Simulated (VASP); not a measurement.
# ZrH (C2) in VASP: single point with PBEsol

Aim: the single point of ZrH with PBEsol.

Everything below comes from runs of VASP 6.6.1. Logs are shortened: lines on timing, memory, paths and dates and some standing lists are left out, and cuts for length are marked.

### 1 The cell of the first run

The structure is monoclinic, space group C2 (No. 5). Conventional cell: a = 4.668 Å, b = 4.853 Å, c = 3.475 Å, α = 90.00°, β = 131.05°, γ = 90.00°. Within 2.8 Å of Zr (site symmetry 2) lie 4 H at 2.08 to 2.19 Å. H (site symmetry 2) has 4 Zr at 2.08 to 2.19 Å within 2.8 Å.

### 2 Single point, PBEsol (strained and its atoms moved)

INCAR reads:

```
PREC = Accurate
ENCUT = 520
EDIFF = 1E-6
ISMEAR = 0
SIGMA = 0.1
LREAL = F
LASPH = T
NELM = 80
ALGO = Normal
ISIF = 2
LWAVE = F
LCHARG = T
GGA = PS
LELF = T
LVHAR = T
NBANDS = 14
```

KPOINTS reads:

```
Automatic mesh
0
Gamma
  14 14 16
```

POSCAR reads:

```
ZrH
1.0
   -1.7338505014      1.6980375957      2.6210038174
    1.6980375957     -1.7338505014      2.6210038174
    1.6680941814      1.6680941814     -2.6445117018
Zr H
1 1
Direct
   -0.0129041305      0.0129041305      0.0000000000
    0.7629041305      0.2370958695      0.5000000000
```

Potentials or basis: VASP PAW PBE potentials, release 64 (Zr_sv, H).

Started as:

```console
cat potpaw_PBE.64/Zr_sv/POTCAR potpaw_PBE.64/H/POTCAR > POTCAR
mpirun -np 1 vasp_std > vasp.out
```

OUTCAR:

```text
PREC = Accurate
   ENCUT = 520
   EDIFF = 1E-6
   ISMEAR = 0
   LREAL = F
   LASPH = T
   NELM = 80
   ISIF = 2
   GGA = PS

 ion  position               nearest neighbor table
   1  0.987  0.013  0.000-   2 2.08   2 2.08   2 2.19   2 2.19
   2  0.763  0.237  0.500-   1 2.08   1 2.08   1 2.19   1 2.19

  Warning from LATTYP: Got some problem with cell dimensions!
  Tried to take original basis but could not verify dimensions!
  LATTYP: Found a base centered monoclinic cell.
 ALAT       =     4.6676725247
 B/A-ratio  =     1.0397950297
 C/A-ratio  =     0.7444837608
 COS(beta)  =    -0.6567221237

  Lattice vectors:

 A1 = (  -3.3661317771,   0.0657563200,   0.0235078844)
 A2 = (   0.0657563200,  -3.3661317771,   0.0235078844)
 A3 = (   1.6322812757,   1.6322812757,   2.5974959330)

Analysis of symmetry for initial positions (statically):
=====================================================================
 Subroutine PRICEL returns:
 Original cell was already a primitive cell.

 Routine SETGRP: Setting up the symmetry group for a
 base centered monoclinic supercell.

 Subroutine GETGRP returns: Found  2 space group operations
 (whereof  2 operations were pure point group operations)
 out of a pool of  4 trial point group operations.

The static configuration has the point symmetry C_2 .

Analysis of symmetry for dynamics (positions and initial velocities):
=====================================================================
 Subroutine PRICEL returns:
 Original cell was already a primitive cell.

 Routine SETGRP: Setting up the symmetry group for a
 base centered monoclinic supercell.

 Subroutine GETGRP returns: Found  2 space group operations
 (whereof  2 operations were pure point group operations)
 out of a pool of  4 trial point group operations.

The dynamic configuration has the point symmetry C_2 .

 Subroutine INISYM returns: Found  2 space group operations
 (whereof  2 operations are pure point group operations),
 and found     1 'primitive' translations

----------------------------------------------------------------------------------------

                                     Primitive cell

  volume of cell :      29.6840

  direct lattice vectors                    reciprocal lattice vectors
    -1.733850501  1.698037596  2.621003817     0.007179188  0.298563980  0.192855414
     1.698037596 -1.733850501  2.621003817     0.298563980  0.007179188  0.192855414
     1.668094181  1.668094181 -2.644511702     0.303025321  0.303025321  0.004140481

  length of vectors
     3.572006474  3.572006474  3.543800014     0.355506964  0.355506964  0.428562521

  position of ions in fractional coordinates (direct lattice)
     0.987095870  0.012904130  1.000000000
     0.762904130  0.237095870  0.500000000

  ion indices of the primitive-cell ions
   primitive index   ion index
                 1           1
                 2           2

----------------------------------------------------------------------------------------

 KPOINTS: Automatic mesh

Automatic generation of k-mesh.
 Grid dimensions read from file:
 generate k-points for:   14   14   16

 Generating k-lattice:

  Cartesian coordinates                     Fractional coordinates (reciprocal lattice)
     0.000512799  0.021325999  0.013775387     0.071428571  0.000000000  0.000000000
     0.021325999  0.000512799  0.013775387     0.000000000  0.071428571  0.000000000
     0.018939083  0.018939083  0.000258780    -0.000000000 -0.000000000  0.062500000

  Length of vectors
     0.025393355  0.025393355  0.026785158

  Shift w.r.t. Gamma in fractional coordinates (k-lattice)
     0.000000000  0.000000000  0.000000000

 Subroutine IBZKPT returns following result:
 ===========================================

 Found    849 irreducible k-points:

 Following reciprocal coordinates:
            Coordinates               Weight
  0.000000  0.000000  0.000000      1.000000
  0.071429  0.000000 -0.000000      4.000000
  0.142857  0.000000 -0.000000      4.000000
  0.214286  0.000000 -0.000000      4.000000
  0.285714  0.000000 -0.000000      4.000000
  0.357143  0.000000  0.000000      4.000000
[... 16 lines left out ...]
  0.214286  0.142857  0.000000      4.000000
  0.285714  0.142857 -0.000000      4.000000
 [... further k-points ...]
   k-points           NKPTS =    849   k-points in BZ     NKDIM =    849   number of bands    NBANDS=     14
   number of dos      NEDOS =    301   number of ions     NIONS =      2
   total plane-waves  NPLWV =  21952
   dimension x,y,z NGX =    28 NGY =   28 NGZ =   28
   dimension x,y,z NGXF=    56 NGYF=   56 NGZF=   56
   ions per type =               1   1
   NGX,Y,Z   is equivalent  to a cutoff of  13.03, 13.03, 13.14 a.u.
   NGXF,Y,Z  is equivalent  to a cutoff of  26.06, 26.06, 26.27 a.u.
 SYSTEM =  unknown system
   PREC   = accura    normal or accurate (medium, high low for compatibility)
   ISTART =      0    job   : 0-new  1-cont  2-samecut
   ICHARG =      2    charge: 1-file 2-atom 10-const
   ISPIN  =      1    spin polarized calculation?
   LNONCOLLINEAR =      F non collinear calculations
   LSORBIT =      F    spin-orbit coupling
   LASPH  =      T    aspherical Exc in radial PAW
   ENCUT  =  520.0 eV  38.22 Ry    6.18 a.u.   6.64  6.64  6.59*2*pi/ulx,y,z
   NELM   =     80;   NELMIN=  2; NELMDL= -5     # of ELM steps
   EDIFF  = 0.1E-05   stopping-criterion for ELM
   LREAL  =      F    real-space projection
   EDIFFG = 0.1E-04   stopping-criterion for IOM
   NSW    =      0    number of steps for IOM
   IBRION =     -1    ionic relax: 0-MD 1-quasi-New 2-CG
   NFREE  =      0    steps in history (QN), initial steepest desc. (CG)
   ISIF   =      2    stress and relaxation
   ISYM   =      2    0-nonsym 1-usesym 2-fastsym
   POTIM  = 0.5000    time-step for ionic-motion
   TEBEG  =    0.0;   TEEND  =   0.0 temperature during run
   PSTRESS=    0.0 pullay stress
   NELECT =      13.0000    total number of electrons
   NUPDOWN=      -1.0000    fix difference up-down
   EMIN   =  10.00;   EMAX   =-10.00  energy-range for DOS
   EFERMI =   0.00;   METHOD = LEGACY
   ISMEAR =     0;   SIGMA  =   0.10  broadening in eV -4-tet -1-fermi 0-gaus
   EFERMI_NEDOS =   21; number of points for ismear=-14 and -15
   IALGO  =     38    algorithm
   IMIX   =      4    mixing-type and parameters
     AMIX     =   0.40;   BMIX     =  1.00
     AMIX_MAG =   1.60;   BMIX_MAG =  1.00
  volume/ion in A,a.u.               =      14.84       100.16
  Fermi-wavevector in a.u.,A,eV,Ry     =   1.243222  2.349349 21.029175  1.545601
  Thomas-Fermi vector in A             =   2.377542
   LORBIT       =      0    0 simple, 1 ext, 2 COOP (PROOUT), +10 PAW based schemes
   GGA     = PS    functional components
   LHFCALC =     F    Hartree Fock is set to
   AEXX    =    0.0000 exact exchange contribution
   IVDW    =     0    specifies the selected vdW correction
   LEPSILON=     F    determine dielectric tensor
   LRPA    =     F    only Hartree local field effects (RPA)
 non-spin polarized calculation
 Gauss-broadening in eV      SIGMA  =   0.10
  energy-cutoff  :      520.00
  volume of cell :       29.68
 maximum number of plane-waves:       813
   NGX = 13   NGY = 13   NGZ = 13

 number of electron      13.0000000 magnetization

 Free energy of the ion-electron system (eV)
  ---------------------------------------------------
  ext. energy  EPLUGINS =         0.00000000
  ---------------------------------------------------
  free energy    TOTEN  =       -12.94545320 eV

  energy without entropy =      -12.93735971  energy(sigma->0) =      -12.94140645

 E-fermi :   6.6707     XC(G=0): -10.5863

 val. band max:        6.6695138650   @ k =  -0.0714  -0.0000   0.0625
 cond. band min:       6.6712627783   @ k =   0.2857   0.0000   0.3750
 fundamental gap:      0.0017489133
 Fermi energy:         6.6706508870

 k-point     1 :       0.0000    0.0000    0.0000
  band No.  band energies     occupation
      1     -42.3464      2.00000
      2     -20.1494      2.00000
      3     -20.1135      2.00000
      4     -20.1111      2.00000
      5      -0.8020      2.00000
      6       6.7527      0.24606
      7       7.2997      0.00000
      8       7.6591      0.00000
      9       8.5567      0.00000
     10       9.7459      0.00000
     11      10.8229      0.00000
     12      18.4210      0.00000
     13      19.7736      0.00000
     14      20.5656      0.00000

 k-point     2 :       0.0714    0.0000   -0.0000
  band No.  band energies     occupation
      1     -42.3436      2.00000
      2     -20.1572      2.00000
      3     -20.1336      2.00000
      4     -20.1145      2.00000
      5      -0.7010      2.00000
      6       6.7309      0.39442
      7       7.1906      0.00000
      8       7.6140      0.00000
      9       8.5572      0.00000
     10       9.6757      0.00000
     11      11.1964      0.00000
     12      18.4568      0.00000
     13      19.5660      0.00000
     14      20.4781      0.00000

 k-point     3 :       0.1429    0.0000   -0.0000
  band No.  band energies     occupation
      1     -42.3360      2.00000
      2     -20.2120      2.00000
      3     -20.1603      2.00000
      4     -20.1200      2.00000
      5      -0.4188      2.00000
      6       6.4154      1.99969
      7       7.1151      0.00000
      8       7.7247      0.00000
      9       8.5840      0.00000
     10       9.5058      0.00000
     11      12.0060      0.00000
     12      17.9794      0.00000
     13      19.7553      0.00000
     14      21.0462      0.00000
[... 324 lines left out ...]
 k-point    23 :       0.2143    0.1429    0.0000
  band No.  band energies     occupation
      1     -42.3103      2.00000
      2     -20.3842      2.00000
      3     -20.2202      2.00000
      4     -20.1728      2.00000
      5       0.5116      2.00000
      6       5.6386      2.00000
      7       7.0970      0.00000
      8       7.8871      0.00000
      9       8.5522      0.00000
     10      10.1337      0.00000
     11      13.7861      0.00000
     12      16.9229      0.00000
     13      18.9233      0.00000
     14      19.6167      0.00000

 k-point    24 :       0.2857    0.1429   -0.0000
  band No.  band energies     occupation
      1     -42.2994      2.00000
      2     -20.4638      2.00000
      3     -20.2467      2.00000
      4     -20.1846      2.00000
      5       0.8549      2.00000
      6       5.6765      2.00000
      7       6.8513      0.01062
      8       7.8281      0.00000
      9       8.9698      0.00000
     10      10.6621      0.00000
     11      13.9341      0.00000
     12      15.6407      0.00000
     13      18.2410      0.00000
     14      20.2941      0.00000

 [... further k-points ...]
[... 5 lines left out ...]
  --------------------------------------------------------------------------------------
  -------------------------------------------------------------------------------------
  Total       -2.1863016     -2.1863016     -2.5384421      0.0153433     -0.0866722     -0.0866722
  in kB     -118.0045660   -118.0045660   -137.0111772      0.8281445     -4.6780897     -4.6780906
  external PRESSURE =    -124.3401030 kB  Pullay stress =       0.0000000 kB

 VOLUME and BASIS-vectors are now :
 -----------------------------------------------------------------------------
  energy-cutoff  :      520.00
  volume of cell :       29.68
      direct lattice vectors                 reciprocal lattice vectors
    -1.733850501  1.698037596  2.621003817     0.007179188  0.298563980  0.192855414
     1.698037596 -1.733850501  2.621003817     0.298563980  0.007179188  0.192855414
     1.668094181  1.668094181 -2.644511702     0.303025321  0.303025321  0.004140481

 POSITION                                       TOTAL-FORCE (eV/Angst)
 -----------------------------------------------------------------------------------
     -1.68956      1.65375      2.62100        -0.273583      0.273583      0.000000
     -0.08612      1.71840      1.29875         0.273583     -0.273583     -0.000000
 -----------------------------------------------------------------------------------
    total drift:                               -0.000007      0.000007      0.000000

  FREE ENERGIE OF THE ION-ELECTRON SYSTEM (eV)
  ---------------------------------------------------
  free  energy   TOTEN  =       -12.9454531993 eV

  energy  without entropy=      -12.9373597066  energy(sigma->0) =      -12.94140645
```

Run time: 5.4 min. Hardware: 1 thread of Oxide Virtual Turin-like, shared host; peak memory 0.41 GiB.

Results:

```yaml
Free_energy: -12.9455 eV
Pressure: -12.4 GPa
Largest_force: 0.387 eV/Å
```

Forces on the atoms (eV/Å):
```
Zr  -0.274  0.274  0.000
H    0.274 -0.274  0.000
```

Stress tensor (GPa, compression positive):
```
-11.80   0.08  -0.47
  0.08 -11.80  -0.47
 -0.47  -0.47 -13.70
```

Caveat: the cell differs from its parent crystal (strained and its atoms moved); the PAW data sets were made with another functional, which shifts forces and pressure a little.
